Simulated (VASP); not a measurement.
Here is a VASP 6.6.1 calculation.

INCAR

```
SYSTEM = ScAl3
ALGO = Normal ; EDIFF = 1E-6
ENCUT = 500 ; GGA = PE
GGA_COMPAT = .FALSE. ; ISIF = 2
ISMEAR = -1 ; LASPH = .TRUE.
LCHARG = .FALSE. ; LREAL = .FALSE.
LWAVE = .FALSE. ; NBANDS = 18
NELM = 120 ; PREC = Accurate
SIGMA = 0.05
```

KPOINTS

```
k-points
0
G
  9 9 9
  0 0 0
```

File POSCAR:

```
ScAl3
1.0
   -1.9855917329      1.9855917329      4.3634157529
    1.9855917329     -1.9855917329      4.3634157529
    1.9855917329      1.9855917329     -4.3634157529
Sc Al
1 3
Direct
    0.0000000000      0.0000000000      0.0000000000
    0.5000000000      0.5000000000      0.0000000000
    0.2500000000      0.7500000000      0.5000000000
    0.7500000000      0.2500000000      0.5000000000
```

Potentials or basis: VASP PAW PBE potentials, release 64 (Sc_sv, Al).

Run with:

```console
$ cat potpaw_PBE.64/Sc_sv/POTCAR potpaw_PBE.64/Al/POTCAR > POTCAR
$ mpirun -np 1 vasp_std > vasp.out
```

Question: Predict the pressure.

Answer: 3.3 GPa.

Question: Estimate the band gap on the k mesh.

Answer: Zero (bands 10 and 11 overlap by 1.84 eV).

Stress tensor (GPa, compression positive):
```
3.42 0.00 0.00
0.00 3.42 0.00
0.00 0.00 2.95
```

Caveat: the cell stands under pressure.
